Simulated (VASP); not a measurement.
# PbSe (I4mm) in VASP: relaxation of cell and atoms with PBE

Aim: the relaxation of cell and atoms of PbSe with PBE.

Program: VASP 6.6.1. These are calculated values, not measurements. Logs are shortened: lines on timing, memory, paths and dates and some standing lists are left out, and cuts for length are marked.

### Step 1. The cell of the first run

Symmetry: I4mm, No. 107, tetragonal system. The conventional cell has a = 4.384 Å, b = 4.384 Å, c = 6.238 Å, α = 90.00°, β = 90.00°, γ = 90.00°. Pb (site symmetry 4mm) has 6 Se at 3.01 to 3.23 Å within 4.0 Å. Within 4.0 Å of Se (site symmetry 4mm) lie 6 Pb at 3.01 to 3.23 Å.

The cell was generated, and may not be a known phase.

### Step 2. Relaxation of cell and atoms, PBE

Input file INCAR:

```
PREC = Accurate
ENCUT = 600
EDIFF = 1E-6
ISMEAR = 0
SIGMA = 0.02
LREAL = F
LASPH = T
NELM = 80
ALGO = Normal
ISIF = 3
LWAVE = F
LCHARG = F
GGA = PE
IBRION = 2
NSW = 100
EDIFFG = -0.01
```

Input file KPOINTS:

```
regular mesh
0
Gamma
  12 12 12
```

Input file POSCAR:

```
PbSe
1.0
   -2.1919090999      2.1919090999      3.1189959995
    2.1919090999     -2.1919090999      3.1189959995
    2.1919090999      2.1919090999     -3.1189959995
Pb Se
1 1
Direct
    0.1139010137      0.1139010137      0.0000000000
    0.6317504079      0.6317504079      0.0000000000
```

Potentials or basis: VASP PAW PBE potentials, release 64 (Pb_d, Se).

Run with:

```
cat potpaw_PBE.64/Pb_d/POTCAR potpaw_PBE.64/Se/POTCAR > POTCAR
mpirun -np 1 vasp_std > vasp.out
```

OUTCAR:

```text
PREC = Accurate
   ENCUT = 600
   EDIFF = 1E-6
   ISMEAR = 0
   LREAL = F
   LASPH = T
   NELM = 80
   ISIF = 3
   GGA = PE
   IBRION = 2
   NSW = 100
   EDIFFG = -0.01

 ion  position               nearest neighbor table
   1  0.114  0.114  0.000-   2 3.01   2 3.10   2 3.10   2 3.10   2 3.10   2 3.23
   2  0.632  0.632  0.000-   1 3.01   1 3.10   1 3.10   1 3.10   1 3.10   1 3.23

  LATTYP: Found a body centered tetragonal cell.
 ALAT       =     4.3838181998
 C/A-ratio  =     1.4229586435

  Lattice vectors:

 A1 = (  -2.1919090999,   2.1919090999,   3.1189959995)
 A2 = (   2.1919090999,  -2.1919090999,   3.1189959995)
 A3 = (   2.1919090999,   2.1919090999,  -3.1189959995)

Analysis of symmetry for initial positions (statically):
=====================================================================
 Subroutine PRICEL returns:
 Original cell was already a primitive cell.

 Routine SETGRP: Setting up the symmetry group for a
 body centered tetragonal supercell.

 Subroutine GETGRP returns: Found  8 space group operations
 (whereof  8 operations were pure point group operations)
 out of a pool of 16 trial point group operations.

The static configuration has the point symmetry C_4v.

Analysis of symmetry for dynamics (positions and initial velocities):
=====================================================================
 Subroutine PRICEL returns:
 Original cell was already a primitive cell.

 Routine SETGRP: Setting up the symmetry group for a
 body centered tetragonal supercell.

 Subroutine GETGRP returns: Found  8 space group operations
 (whereof  8 operations were pure point group operations)
 out of a pool of 16 trial point group operations.

The dynamic configuration has the point symmetry C_4v.

 Subroutine INISYM returns: Found  8 space group operations
 (whereof  8 operations are pure point group operations),
 and found     1 'primitive' translations

----------------------------------------------------------------------------------------

                                     Primitive cell

  volume of cell :      59.9404

  direct lattice vectors                    reciprocal lattice vectors
    -2.191909100  2.191909100  3.118996000     0.000000000  0.228111649  0.160307997
     2.191909100 -2.191909100  3.118996000     0.228111649  0.000000000  0.160307997
     2.191909100  2.191909100 -3.118996000     0.228111649  0.228111649  0.000000000

  length of vectors
     4.397393211  4.397393211  4.397393211     0.278807422  0.278807422  0.322598588

  position of ions in fractional coordinates (direct lattice)
     0.113901014  0.113901014  0.000000000
     0.631750408  0.631750408  0.000000000

  ion indices of the primitive-cell ions
   primitive index   ion index
                 1           1
                 2           2

----------------------------------------------------------------------------------------

 KPOINTS: regular mesh

Automatic generation of k-mesh.
 Grid dimensions read from file:
 generate k-points for:   12   12   12

 Generating k-lattice:

  Cartesian coordinates                     Fractional coordinates (reciprocal lattice)
     0.000000000  0.019009304  0.013359000     0.083333333 -0.000000000  0.000000000
     0.019009304  0.000000000  0.013359000    -0.000000000  0.083333333  0.000000000
     0.019009304  0.019009304  0.000000000     0.000000000  0.000000000  0.083333333

  Length of vectors
     0.023233952  0.023233952  0.026883216

  Shift w.r.t. Gamma in fractional coordinates (k-lattice)
     0.000000000  0.000000000  0.000000000

 Subroutine IBZKPT returns following result:
 ===========================================

 Found    163 irreducible k-points:

 Following reciprocal coordinates:
            Coordinates               Weight
  0.000000  0.000000  0.000000      1.000000
  0.083333 -0.000000  0.000000      8.000000
  0.166667 -0.000000  0.000000      8.000000
  0.250000 -0.000000  0.000000      8.000000
  0.333333 -0.000000  0.000000      8.000000
  0.416667 -0.000000  0.000000      8.000000
[... 16 lines left out ...]
  0.500000  0.166667  0.000000     16.000000
 -0.416667  0.166667  0.000000     16.000000
 [... further k-points ...]
   k-points           NKPTS =    163   k-points in BZ     NKDIM =    163   number of bands    NBANDS=     14
   number of dos      NEDOS =    301   number of ions     NIONS =      2
   total plane-waves  NPLWV =  46656
   dimension x,y,z NGX =    36 NGY =   36 NGZ =   36
   dimension x,y,z NGXF=    72 NGYF=   72 NGZF=   72
   ions per type =               1   1
   NGX,Y,Z   is equivalent  to a cutoff of  13.61, 13.61, 13.61 a.u.
   NGXF,Y,Z  is equivalent  to a cutoff of  27.22, 27.22, 27.22 a.u.
 SYSTEM =  unknown system
   PREC   = accura    normal or accurate (medium, high low for compatibility)
   ISTART =      0    job   : 0-new  1-cont  2-samecut
   ICHARG =      2    charge: 1-file 2-atom 10-const
   ISPIN  =      1    spin polarized calculation?
   LNONCOLLINEAR =      F non collinear calculations
   LSORBIT =      F    spin-orbit coupling
   LASPH  =      T    aspherical Exc in radial PAW
   ENCUT  =  600.0 eV  44.10 Ry    6.64 a.u.   8.78  8.78  8.78*2*pi/ulx,y,z
   NELM   =     80;   NELMIN=  2; NELMDL= -5     # of ELM steps
   EDIFF  = 0.1E-05   stopping-criterion for ELM
   LREAL  =      F    real-space projection
   EDIFFG = -.1E-01   stopping-criterion for IOM
   NSW    =    100    number of steps for IOM
   IBRION =      2    ionic relax: 0-MD 1-quasi-New 2-CG
   NFREE  =      1    steps in history (QN), initial steepest desc. (CG)
   ISIF   =      3    stress and relaxation
   ISYM   =      2    0-nonsym 1-usesym 2-fastsym
   POTIM  = 0.5000    time-step for ionic-motion
   TEBEG  =    0.0;   TEEND  =   0.0 temperature during run
   PSTRESS=    0.0 pullay stress
   NELECT =      20.0000    total number of electrons
   NUPDOWN=      -1.0000    fix difference up-down
   EMIN   =  10.00;   EMAX   =-10.00  energy-range for DOS
   EFERMI =   0.00;   METHOD = LEGACY
   ISMEAR =     0;   SIGMA  =   0.02  broadening in eV -4-tet -1-fermi 0-gaus
   EFERMI_NEDOS =   21; number of points for ismear=-14 and -15
   IALGO  =     38    algorithm
   IMIX   =      4    mixing-type and parameters
     AMIX     =   0.40;   BMIX     =  1.00
     AMIX_MAG =   1.60;   BMIX_MAG =  1.00
  volume/ion in A,a.u.               =      29.97       202.25
  Fermi-wavevector in a.u.,A,eV,Ry     =   1.135477  2.145740 17.542089  1.289307
  Thomas-Fermi vector in A             =   2.272181
   LORBIT       =      0    0 simple, 1 ext, 2 COOP (PROOUT), +10 PAW based schemes
   GGA     = PE    functional components
   LHFCALC =     F    Hartree Fock is set to
   AEXX    =    0.0000 exact exchange contribution
   IVDW    =     0    specifies the selected vdW correction
   LEPSILON=     F    determine dielectric tensor
   LRPA    =     F    only Hartree local field effects (RPA)
 conjugate gradient relaxation of ions
 non-spin polarized calculation
 Gauss-broadening in eV      SIGMA  =   0.02
  energy-cutoff  :      600.00
  volume of cell :       59.94
 maximum number of plane-waves:      2044
   NGX = 17   NGY = 17   NGZ = 17

--------------------------------------- Ionic step        1  -------------------------------------------

 number of electron      20.0000000 magnetization

 Free energy of the ion-electron system (eV)
  ---------------------------------------------------
  ext. energy  EPLUGINS =         0.00000000
  ---------------------------------------------------
  free energy    TOTEN  =        -8.19620628 eV

  energy without entropy =       -8.19620628  energy(sigma->0) =       -8.19620628

------------------------ aborting loop because EDIFF is reached ----------------------------------------

  FORCE on cell =-STRESS in cart. coord.  units (eV):
  Direction    XX          YY          ZZ          XY          YZ          ZX
  --------------------------------------------------------------------------------------
  -------------------------------------------------------------------------------------
  Total        0.1365997      0.1365997      0.0550938      0.0000000      0.0000000      0.0000000
  in kB        3.6512397      3.6512397      1.4726286      0.0000000      0.0000000      0.0000000
  external PRESSURE =       2.9250360 kB  Pullay stress =       0.0000000 kB
[... 89 lines left out ...]
  FREE ENERGIE OF THE ION-ELECTRON SYSTEM (eV)
  ---------------------------------------------------
  free  energy   TOTEN  =        -8.1966712182 eV

  energy  without entropy=       -8.1966712182  energy(sigma->0) =       -8.19667122

[... ionic steps 4 to 14 ...]

--------------------------------------- Ionic step       15  -------------------------------------------

 number of electron      20.0000001 magnetization

------------------------ aborting loop because EDIFF is reached ----------------------------------------

  FORCE on cell =-STRESS in cart. coord.  units (eV):
  Direction    XX          YY          ZZ          XY          YZ          ZX
  --------------------------------------------------------------------------------------
  -------------------------------------------------------------------------------------
  Total       -0.0041856     -0.0041856      0.0425415      0.0000000      0.0000000      0.0000000
  in kB       -0.1116296     -0.1116296      1.1345706      0.0000000      0.0000000      0.0000000
  external PRESSURE =       0.3037705 kB  Pullay stress =       0.0000000 kB
[... 57 lines left out ...]
  energy  without entropy=       -8.1980199514  energy(sigma->0) =       -8.19801995

--------------------------------------- Ionic step       17  -------------------------------------------

 number of electron      20.0000001 magnetization

 Free energy of the ion-electron system (eV)
  ---------------------------------------------------
  ext. energy  EPLUGINS =         0.00000000
  ---------------------------------------------------
  free energy    TOTEN  =        -8.19804001 eV

  energy without entropy =       -8.19804001  energy(sigma->0) =       -8.19804001

 E-fermi :   4.5988     XC(G=0):  -9.3160

 val. band max:        4.4708799724   @ k =   0.5000  -0.0000   0.0000
 cond. band min:       4.9078867905   @ k =   0.5000  -0.0000   0.0000
 fundamental gap:      0.4370068181
 Fermi energy:         4.5988295872

 k-point     1 :       0.0000    0.0000    0.0000
  band No.  band energies     occupation
      1     -12.2638      2.00000
      2     -12.2638      2.00000
      3     -12.2638      2.00000
      4     -12.2576      2.00000
      5     -12.2576      2.00000
      6      -8.7049      2.00000
      7      -1.8723      2.00000
      8       2.8344      2.00000
      9       2.8345      2.00000
     10       2.8345      2.00000
     11       9.1105      0.00000
     12       9.1105      0.00000
     13       9.1108      0.00000
     14      11.1196      0.00000
[... 375 lines left out ...]
 k-point    24 :      -0.4167    0.1667    0.0000
  band No.  band energies     occupation
      1     -12.2940      2.00000
      2     -12.2644      2.00000
      3     -12.2627      2.00000
      4     -12.2441      2.00000
      5     -12.2352      2.00000
      6      -7.8402      2.00000
      7      -3.5181      2.00000
      8       2.2517      2.00000
      9       2.4357      2.00000
     10       3.0647      2.00000
     11       6.5866      0.00000
     12       7.8002      0.00000
     13       7.8402      0.00000
     14      10.6943      0.00000

 [... further k-points ...]
[... 5 lines left out ...]
  --------------------------------------------------------------------------------------
  -------------------------------------------------------------------------------------
  Total        0.0118730      0.0118730      0.0142100      0.0000000      0.0000000      0.0000000
  in kB        0.3166171      0.3166171      0.3789360      0.0000000      0.0000000      0.0000000
  external PRESSURE =       0.3373901 kB  Pullay stress =       0.0000000 kB
[... 17 lines left out ...]
  FREE ENERGIE OF THE ION-ELECTRON SYSTEM (eV)
  ---------------------------------------------------
  free  energy   TOTEN  =        -8.1980400090 eV

  energy  without entropy=       -8.1980400090  energy(sigma->0) =       -8.19804001

 reached required accuracy - stopping structural energy minimisation
```

It took 13 min on 1 thread of Oxide Virtual Turin-like, shared host; peak memory 0.33 GiB.

What came out:

| Item | Value |
| --- | --- |
| Free energy | -8.1980 eV |
| Relaxed volume | 30.04 Å³/atom |
| Relaxed cell | a = 4.396 Å, b = 4.396 Å, c = 4.396 Å, α = 120.00°, β = 120.00°, γ = 90.00° |
| Space group after relaxing (to 0.1 Å) | Fm-3m (No. 225) |
| Energy gained by relaxing | 0.9 meV/atom |
| Ionic steps | 17 |
| Pressure after relaxing | 0.0 GPa |
| Band gap on the k mesh | 0.44 eV |

Step by step:
| step | energy change (eV) | largest force (eV/Å) | pressure (GPa) | volume (Å³) |
| --- | --- | --- | --- | --- |
| 1 | 0.0000 | 0.0313 | 0.29 | 59.94 |
| 2 | -0.0005 | 0.0239 | -0.07 | 60.42 |
| 3 | -0.0005 | 0.0265 | -0.04 | 60.36 |
| 4 | -0.0005 | 0.0267 | -0.04 | 60.35 |
| 5 | -0.0005 | 0.0253 | -0.02 | 60.33 |
| 6 | -0.0007 | 0.0258 | -0.02 | 60.28 |
| 7 | -0.0009 | 0.0247 | 0.05 | 60.16 |
| 8 | -0.0009 | 0.0231 | 0.03 | 60.16 |
| 9 | -0.0010 | 0.0226 | 0.05 | 60.16 |
| 10 | -0.0012 | 0.0191 | 0.04 | 60.15 |
| 11 | -0.0015 | 0.0130 | 0.03 | 60.13 |
| 12 | -0.0018 | 0.0027 | 0.02 | 60.09 |
| 13 | -0.0018 | 0.0016 | 0.04 | 60.08 |
| 14 | -0.0018 | 0.0019 | 0.05 | 60.07 |
| 15 | -0.0018 | 0.0005 | 0.03 | 60.07 |
| 16 | -0.0018 | 0.0021 | 0.00 | 60.07 |
| 17 | -0.0018 | 0.0006 | 0.03 | 60.08 |

Final structure:
```yaml
crystal:
  lattice:
    - [-2.19814, 2.19814, 3.10861]
    - [2.19814, -2.19814, 3.10861]
    - [2.19814, 2.19814, -3.10861]
  atoms:
    - { symbol: Pb, position: [0.12274, 0.12274, 0.00000] }
    - { symbol: Se, position: [0.62291, 0.62291, 0.00000] }
```

Levels at points of the mesh, in eV from the valence-band top:
```
           k point  band 7  band 8  band 9  band 10  band 11  band 12  band 13  band 14
(0.00, 0.00, 0.00)   -6.34   -1.64   -1.64    -1.64     4.64     4.64     4.64     6.65
(0.50, 0.00, 0.00)   -8.52   -1.26   -1.26     0.00     0.44     1.83     1.83     8.53
(0.50, 0.50, 0.00)   -7.28   -4.57   -2.91    -2.91     3.92     5.47     5.47     5.88
(0.50, 0.50, 0.50)   -7.28   -4.57   -2.91    -2.91     3.92     5.47     5.47     5.88
```

Caveat: spin-orbit coupling is left out, which moves the levels of the heavy elements. A k mesh can miss the band edges.
